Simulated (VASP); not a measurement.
# Hf (P6_3/mmc) in VASP: a series of runs

Hf is run at these levels: PBEsol; tasks: single point, relaxation of cell and atoms.

All numbers are computed with VASP 6.6.1; they aren't measurements. Logs are shortened: lines on timing, memory, paths and dates and some standing lists are left out, and cuts for length are marked.

### 1 The cell of the first run

The structure is hexagonal, space group P6_3/mmc (No. 194). The conventional cell has a = 3.158 Å, b = 3.158 Å, c = 5.002 Å, α = 90.00°, β = 90.00°, γ = 120.00°. Hf (site symmetry -6m2) has 12 Hf at 3.10 to 3.16 Å within 4.1 Å.

### 2 Single point, PBEsol

The input, INCAR:

```
SYSTEM = Hf
  PREC = Accurate
  ENCUT = 520
  EDIFF = 1E-7
  ISMEAR = -1
  SIGMA = 0.08
  LREAL = .False.
  LASPH = .True.
  NELM = 60
  ALGO = Normal
  ISIF = 2
  LWAVE = .False.
  LCHARG = .False.
  GGA = PS
  NBANDS = 17
```

The input, KPOINTS:

```
Automatic mesh
0
Gamma
  15 15 9
  0 0 0
```

The input, POSCAR:

```
Hf
1.0
    3.1583270962      0.0000000000      0.0000000000
   -1.5791635481      2.7351914987      0.0000000000
    0.0000000000      0.0000000000      5.0019428626
Hf
2
Direct
    0.3333333333      0.6666666667      0.2500000000
    0.6666666667      0.3333333333      0.7500000000
```

Potentials or basis: VASP PAW PBE potentials, release 64 (Hf_pv).

Command:

```
$ cat potpaw_PBE.64/Hf_pv/POTCAR > POTCAR
$ mpirun -np 1 vasp_std > vasp.out
```

OUTCAR:

```text
SYSTEM = Hf
   PREC = Accurate
   ENCUT = 520
   EDIFF = 1E-7
   ISMEAR = -1
   LREAL = .False.
   LASPH = .True.
   NELM = 60
   ISIF = 2
   GGA = PS

 ion  position               nearest neighbor table
   1  0.333  0.667  0.250-   2 3.10   2 3.10   2 3.10   2 3.10   2 3.10   2 3.10
   2  0.667  0.333  0.750-   1 3.10   1 3.10   1 3.10   1 3.10   1 3.10   1 3.10

  LATTYP: Found a hexagonal cell.
 ALAT       =     3.1583270962
 C/A-ratio  =     1.5837317384

  Lattice vectors:

 A1 = (   3.1583270962,   0.0000000000,   0.0000000000)
 A2 = (  -1.5791635481,   2.7351914987,   0.0000000000)
 A3 = (   0.0000000000,   0.0000000000,   5.0019428626)

Analysis of symmetry for initial positions (statically):
=====================================================================
 Subroutine PRICEL returns:
 Original cell was already a primitive cell.

 Routine SETGRP: Setting up the symmetry group for a
 hexagonal supercell.

 Subroutine GETGRP returns: Found 24 space group operations
 (whereof 12 operations were pure point group operations)
 out of a pool of 24 trial point group operations.

The static configuration has the point symmetry D_3d.
 The point group associated with its full space group is D_6h.

Analysis of symmetry for dynamics (positions and initial velocities):
=====================================================================
 Subroutine PRICEL returns:
 Original cell was already a primitive cell.

 Routine SETGRP: Setting up the symmetry group for a
 hexagonal supercell.

 Subroutine GETGRP returns: Found 24 space group operations
 (whereof 12 operations were pure point group operations)
 out of a pool of 24 trial point group operations.

The dynamic configuration has the point symmetry D_3d.
 The point group associated with its full space group is D_6h.

 Subroutine INISYM returns: Found 24 space group operations
 (whereof 12 operations are pure point group operations),
 and found     1 'primitive' translations

----------------------------------------------------------------------------------------

                                     Primitive cell

  volume of cell :      43.2099

  direct lattice vectors                    reciprocal lattice vectors
     3.158327096  0.000000000  0.000000000     0.316623317  0.182802557  0.000000000
    -1.579163548  2.735191499  0.000000000     0.000000000  0.365605114  0.000000000
     0.000000000  0.000000000  5.001942863     0.000000000  0.000000000  0.199922316
[... 83 lines left out ...]
   NELM   =     60;   NELMIN=  2; NELMDL= -5     # of ELM steps
   EDIFF  = 0.1E-06   stopping-criterion for ELM
   LREAL  =      F    real-space projection
   EDIFFG = 0.1E-05   stopping-criterion for IOM
   NSW    =      0    number of steps for IOM
   IBRION =     -1    ionic relax: 0-MD 1-quasi-New 2-CG
   NFREE  =      0    steps in history (QN), initial steepest desc. (CG)
   ISIF   =      2    stress and relaxation
   ISYM   =      2    0-nonsym 1-usesym 2-fastsym
   POTIM  = 0.5000    time-step for ionic-motion
   TEBEG  =    0.0;   TEEND  =   0.0 temperature during run
   PSTRESS=    0.0 pullay stress
   NELECT =      20.0000    total number of electrons
   NUPDOWN=      -1.0000    fix difference up-down
   EMIN   =  10.00;   EMAX   =-10.00  energy-range for DOS
   EFERMI =   0.00;   METHOD = LEGACY
   ISMEAR =    -1;   SIGMA  =   0.08  broadening in eV -4-tet -1-fermi 0-gaus
   EFERMI_NEDOS =   21; number of points for ismear=-14 and -15
   IALGO  =     38    algorithm
   IMIX   =      4    mixing-type and parameters
     AMIX     =   0.40;   BMIX     =  1.00
     AMIX_MAG =   1.60;   BMIX_MAG =  1.00
  volume/ion in A,a.u.               =      21.60       145.80
  Fermi-wavevector in a.u.,A,eV,Ry     =   1.266359  2.393072 21.819202  1.603666
  Thomas-Fermi vector in A             =   2.399564
   LORBIT       =      0    0 simple, 1 ext, 2 COOP (PROOUT), +10 PAW based schemes
   GGA     = PS    functional components
   LHFCALC =     F    Hartree Fock is set to
   AEXX    =    0.0000 exact exchange contribution
   IVDW    =     0    specifies the selected vdW correction
   LEPSILON=     F    determine dielectric tensor
   LRPA    =     F    only Hartree local field effects (RPA)
 non-spin polarized calculation
  energy-cutoff  :      520.00
  volume of cell :       43.21
 maximum number of plane-waves:      1182
 NGX is ok and might be reduce to    24
   NGX = 11   NGY = 11   NGZ = 19

 number of electron      19.9999996 magnetization

 Free energy of the ion-electron system (eV)
  ---------------------------------------------------
  ext. energy  EPLUGINS =         0.00000000
  ---------------------------------------------------
  free energy    TOTEN  =       -21.02281525 eV

  energy without entropy =      -20.98878978  energy(sigma->0) =      -21.00580252

 E-fermi :   4.9969     XC(G=0): -11.5515

 val. band max:        4.9920183392   @ k =   0.2667   0.2667   0.4444
 cond. band min:       5.0183493199   @ k =   0.0667  -0.0000   0.2222
 fundamental gap:      0.0263309807
 Fermi energy:         4.9969389404

 k-point     1 :       0.0000    0.0000    0.0000
  band No.  band energies     occupation
      1     -26.0029      2.00000
      2     -25.1647      2.00000
      3     -25.1647      2.00000
      4     -25.0236      2.00000
      5     -25.0217      2.00000
      6     -25.0217      2.00000
[... 457 lines left out ...]
      4     -25.4787      2.00000
      5     -25.3251      2.00000
      6     -25.2698      2.00000
[... 9 lines left out ...]
     16      11.1540      0.00000
     17      11.6774      0.00000

 [... further k-points ...]

------------------------ aborting loop because EDIFF is reached ----------------------------------------

  FORCE on cell =-STRESS in cart. coord.  units (eV):
  Direction    XX          YY          ZZ          XY          YZ          ZX
  --------------------------------------------------------------------------------------
  -------------------------------------------------------------------------------------
  Total       -0.0923976     -0.0923976     -0.1208605      0.0000000      0.0000000     -0.0000000
  in kB       -3.4260012     -3.4260012     -4.4813778      0.0000000      0.0000000     -0.0000000
  external PRESSURE =      -3.7777934 kB  Pullay stress =       0.0000000 kB

 VOLUME and BASIS-vectors are now :
 -----------------------------------------------------------------------------
  energy-cutoff  :      520.00
  volume of cell :       43.21
      direct lattice vectors                 reciprocal lattice vectors
     3.158327096  0.000000000  0.000000000     0.316623317  0.182802557  0.000000000
    -1.579163548  2.735191499  0.000000000     0.000000000  0.365605114  0.000000000
     0.000000000  0.000000000  5.001942863     0.000000000  0.000000000  0.199922316

 POSITION                                       TOTAL-FORCE (eV/Angst)
 -----------------------------------------------------------------------------------
     -0.00000      1.82346      1.25049         0.000000      0.000000      0.000000
      1.57916      0.91173      3.75146        -0.000000     -0.000000      0.000000
 -----------------------------------------------------------------------------------
    total drift:                               -0.000000      0.000000     -0.000000

  FREE ENERGIE OF THE ION-ELECTRON SYSTEM (eV)
  ---------------------------------------------------
  free  energy   TOTEN  =       -21.0228152547 eV

  energy  without entropy=      -20.9887897845  energy(sigma->0) =      -21.00580252
```

OSZICAR:

```text
N       E                     dE             d eps       ncg     rms          rms(c)
DAV:   1     0.486574949034E+02    0.48657E+02   -0.11456E+04  4598   0.112E+03
DAV:   2    -0.199565444349E+02   -0.68614E+02   -0.66932E+02  5978   0.249E+02
DAV:   3    -0.217613461147E+02   -0.18048E+01   -0.17881E+01  5975   0.270E+01
DAV:   4    -0.217756312494E+02   -0.14285E-01   -0.14277E-01  5798   0.285E+00
DAV:   5    -0.217757668722E+02   -0.13562E-03   -0.13560E-03  5963   0.247E-01    0.670E+01
DAV:   6    -0.212262733081E+02    0.54949E+00   -0.48968E-01  5487   0.442E+00    0.396E+01
DAV:   7    -0.210329017609E+02    0.19337E+00   -0.80597E-01  5607   0.545E+00    0.185E+00
DAV:   8    -0.210227216127E+02    0.10180E-01   -0.50271E-02  5458   0.147E+00    0.350E-01
DAV:   9    -0.210228234791E+02   -0.10187E-03   -0.11192E-03  6181   0.234E-01    0.185E-01
DAV:  10    -0.210228141291E+02    0.93500E-05   -0.47239E-05  5418   0.469E-02    0.192E-01
DAV:  11    -0.210228151722E+02   -0.10431E-05   -0.43982E-06  6153   0.142E-02    0.140E-02
DAV:  12    -0.210228152985E+02   -0.12636E-06   -0.41008E-07  5312   0.419E-03    0.355E-03
DAV:  13    -0.210228152547E+02    0.43781E-07   -0.13901E-08  3077   0.890E-04
   1 F= -.21022815E+02 E0= -.21005803E+02  d E =-.340255E-01
```

Run time: 2.4 min. Hardware: 1 thread of AMD EPYC 7R13, shared host; peak memory 0.19 GiB.

What came out:

```yaml
Free_energy: -21.0228 eV
Pressure: -0.4 GPa
Band_gap_on_the_k_mesh: zero (band 10 reaches 6.18 eV, above the bottom of band 11 at 4.65 eV)
```

Stress tensor (GPa, compression positive):
```
-0.34  0.00  0.00
 0.00 -0.34  0.00
 0.00  0.00 -0.45
```

Caveat: the PAW data sets were made with another functional, which shifts forces and pressure a little; spin-orbit coupling is left out, which moves the levels of the heavy elements.

### 3 Single point, PBEsol

The input, INCAR:

```
SYSTEM = Hf
ALGO = Normal
EDIFF = 1E-6
ENCUT = 520
GGA = PS
ISIF = 2
ISMEAR = -1
LASPH = .True.
LCHARG = .True.
LELF = .True.
LREAL = .False.
LVHAR = .True.
LWAVE = .False.
NBANDS = 17
NELM = 80
PREC = Accurate
SIGMA = 0.08
```

The input, KPOINTS:

```
k-points
0
Gamma
  15 15 9
  0 0 0
```

The input, POSCAR:

```
Hf
1.0
    3.1583283945      0.0000000000      0.0000000000
   -1.5791641973      2.7351926232      0.0000000000
    0.0000000000      0.0000000000      5.0019405137
Hf
2
Direct
    0.3333333333      0.6666666667      0.2500000000
    0.6666666667      0.3333333333      0.7500000000
```

Potentials or basis: VASP PAW PBE potentials, release 64 (Hf_pv).

Command:

```
$ cat potpaw_PBE.64/Hf_pv/POTCAR > POTCAR
$ mpirun -np 1 vasp_std > vasp.out
```

OUTCAR:

```text
SYSTEM = Hf
   EDIFF = 1E-6
   ENCUT = 520
   GGA = PS
   ISIF = 2
   ISMEAR = -1
   LASPH = .True.
   LREAL = .False.
   NELM = 80
   PREC = Accurate

 ion  position               nearest neighbor table
   1  0.333  0.667  0.250-   2 3.10   2 3.10   2 3.10   2 3.10   2 3.10   2 3.10
   2  0.667  0.333  0.750-   1 3.10   1 3.10   1 3.10   1 3.10   1 3.10   1 3.10

  LATTYP: Found a hexagonal cell.
 ALAT       =     3.1583283945
 C/A-ratio  =     1.5837303437

  Lattice vectors:

[... 669 lines left out ...]
------------------------ aborting loop because EDIFF is reached ----------------------------------------

  FORCE on cell =-STRESS in cart. coord.  units (eV):
  Direction    XX          YY          ZZ          XY          YZ          ZX
  --------------------------------------------------------------------------------------
  -------------------------------------------------------------------------------------
  Total       -0.0924936     -0.0924936     -0.1212660      0.0000000      0.0000000     -0.0000000
  in kB       -3.4295614     -3.4295614     -4.4964093      0.0000000      0.0000000     -0.0000000
  external PRESSURE =      -3.7851774 kB  Pullay stress =       0.0000000 kB

 VOLUME and BASIS-vectors are now :
 -----------------------------------------------------------------------------
  energy-cutoff  :      520.00
  volume of cell :       43.21
      direct lattice vectors                 reciprocal lattice vectors
     3.158328394  0.000000000  0.000000000     0.316623186  0.182802482  0.000000000
    -1.579164197  2.735192623  0.000000000     0.000000000  0.365604964  0.000000000
     0.000000000  0.000000000  5.001940514     0.000000000  0.000000000  0.199922410

 POSITION                                       TOTAL-FORCE (eV/Angst)
 -----------------------------------------------------------------------------------
     -0.00000      1.82346      1.25049         0.000000     -0.000000      0.000000
      1.57916      0.91173      3.75146        -0.000000      0.000000      0.000000
 -----------------------------------------------------------------------------------
    total drift:                                0.000000     -0.000000      0.000000

  FREE ENERGIE OF THE ION-ELECTRON SYSTEM (eV)
  ---------------------------------------------------
  free  energy   TOTEN  =       -21.0228152745 eV

  energy  without entropy=      -20.9887897309  energy(sigma->0) =      -21.00580250
```

stdout:

```text
POSCAR found type information on POSCAR Hf
 POSCAR found :  1 types and       2 ions
 scaLAPACK will be used
 -----------------------------------------------------------------------------
|                                                                             |
|                                                                             |
|     You enforced a specific xc type in the INCAR file but a different       |
|     I HOPE YOU KNOW WHAT YOU ARE DOING!                                     |
|                                                                             |
 -----------------------------------------------------------------------------

 LDA part: xc-table for (Slater+PW92), standard interpolation
 POSCAR, INCAR and KPOINTS ok, starting setup
 FFT: planning ... GRIDC
 FFT: planning ... GRID_SOFT
 FFT: planning ... GRID
 WAVECAR not read
 entering main loop
```

It took 2.5 min on 1 thread of AMD EPYC 7R13, shared host; peak memory 0.19 GiB.

Results:

| Item | Value |
| --- | --- |
| Free energy | -21.0228 eV |
| Pressure | -0.4 GPa |
| Band gap on the k mesh | zero (band 10 reaches 6.18 eV, above the bottom of band 11 at 4.65 eV) |

Caveat: the PAW data sets were made with another functional, which shifts forces and pressure a little; spin-orbit coupling is left out, which moves the levels of the heavy elements.

### 4 Relaxation of cell and atoms, PBEsol

The input, INCAR:

```
SYSTEM = Hf
PREC = Accurate
ENCUT = 600
EDIFF = 1E-7
ISMEAR = -1
SIGMA = 0.08
LREAL = .False.
LASPH = .True.
NELM = 80
ALGO = Normal
ISIF = 3
LWAVE = .False.
LCHARG = .False.
GGA = PS
IBRION = 2
NSW = 60
EDIFFG = -0.005
```

The input, KPOINTS:

```
Automatic mesh
0
Gamma
  15 15 9
  0 0 0
```

The input, POSCAR:

```
Hf
1.0
    3.1354032498      0.0000000000      0.0000000000
   -1.5677016249      2.7153388654      0.0000000000
    0.0000000000      0.0000000000      5.0793532647
Hf
2
Direct
    0.3333333333      0.6666666667      0.2500000000
    0.6666666667      0.3333333333      0.7500000000
```

Command:

```
$ cat potpaw_PBE.64/Hf_pv/POTCAR > POTCAR
$ mpirun -np 1 vasp_std > vasp.out
```

Wall time 8.5 min (1 thread of AMD EPYC 7R13, shared host); peak memory 0.21 GiB.

It converged, with:

```yaml
Free_energy: -21.0234 eV
Relaxed_volume: 21.54 Å³/atom
Relaxed_cell: a = 3.156 Å, b = 3.156 Å, c = 4.994 Å, α = 90.00°, β = 90.00°, γ = 120.00°
Space_group_after_relaxing_to_0.05_Å: P6_3/mmc (No. 194)
Energy_gained_by_relaxing: 3.2 meV/atom
Ionic_steps: 5
Pressure_after_relaxing: 0.0 GPa
Band_gap_on_the_k_mesh: zero (band 10 reaches 6.20 eV, above the bottom of band 11 at 4.67 eV)
```

The path:
| step | energy change (eV) | largest force (eV/Å) | pressure (GPa) | volume (Å³) |
| --- | --- | --- | --- | --- |
| 1 | 0.0000 | 0.0000 | -0.51 | 43.24 |
| 2 | -0.0057 | 0.0000 | 0.69 | 42.81 |
| 3 | -0.0057 | 0.0000 | 0.68 | 42.81 |
| 4 | -0.0059 | 0.0000 | -0.52 | 43.27 |
| 5 | -0.0064 | 0.0000 | 0.00 | 43.07 |

Final structure:
```
Hf
1.0
     3.15563    0.00000    0.00000
    -1.57781    2.73286    0.00000
     0.00000    0.00000    4.99437
Hf
2
Cartesian
  0.0000 1.8219 1.2486
  1.5778 0.9110 3.7458
```

Levels at points of the mesh, in eV from the Fermi level:
```csv
k point,band 8,band 9,band 10,band 11,band 12,band 13
"(0.00, 0.00, 0.00)",-3.83,0.81,1.18,1.18,1.47,2.04
```

Caveat: the PAW data sets were made with another functional, which shifts forces and pressure a little; spin-orbit coupling is left out, which moves the levels of the heavy elements.

### 5 Relaxation of cell and atoms, PBEsol

The input, INCAR:

```
PREC = Accurate
ENCUT = 600
EDIFF = 1E-7
ISMEAR = -1
SIGMA = 0.08
LREAL = False
LASPH = True
NELM = 80
ALGO = Normal
ISIF = 3
LWAVE = False
LCHARG = False
GGA = PS
IBRION = 2
NSW = 60
EDIFFG = -0.005
```

The input, KPOINTS:

```
regular mesh
0
Gamma
  15 15 9
```

POSCAR is that of step 4.

Command:

```
$ cat potpaw_PBE.64/Hf_pv/POTCAR > POTCAR
$ mpirun -np 1 vasp_std > vasp.out
```

It took 8.5 min on 1 thread of AMD EPYC 7R13, shared host; peak memory 0.21 GiB.

The run converged. Its results:

```yaml
Free_energy: -21.0234 eV
Relaxed_volume: 21.54 Å³/atom
Relaxed_cell: a = 3.156 Å, b = 3.156 Å, c = 4.994 Å, α = 90.00°, β = 90.00°, γ = 120.00°
Space_group_after_relaxing_to_0.05_Å: P6_3/mmc (No. 194)
Energy_gained_by_relaxing: 3.2 meV/atom
Ionic_steps: 5
Pressure_after_relaxing: 0.0 GPa
Band_gap_on_the_k_mesh: zero (band 10 reaches 6.20 eV, above the bottom of band 11 at 4.67 eV)
```

Step by step:
```csv
step,energy change (eV),largest force (eV/Å),pressure (GPa),volume (Å³)
1,0.0000,0.0000,-0.51,43.24
2,-0.0057,0.0000,0.69,42.81
3,-0.0057,0.0000,0.68,42.81
4,-0.0059,0.0000,-0.52,43.27
5,-0.0064,0.0000,0.00,43.07
```

Final structure:
```
CELL_PARAMETERS angstrom
3.15563 0.00000 0.00000
-1.57781 2.73286 0.00000
0.00000 0.00000 4.99437
ATOMIC_POSITIONS crystal
Hf 0.33333 0.66667 0.25000
Hf 0.66667 0.33333 0.75000
```

Levels at points of the mesh, in eV from the Fermi level:
```tsv
k point	band 8	band 9	band 10	band 11	band 12	band 13
(0.00, 0.00, 0.00)	-3.83	0.81	1.18	1.18	1.47	2.04
```

Caveat: the PAW data sets were made with another functional, which shifts forces and pressure a little; spin-orbit coupling is left out, which moves the levels of the heavy elements.
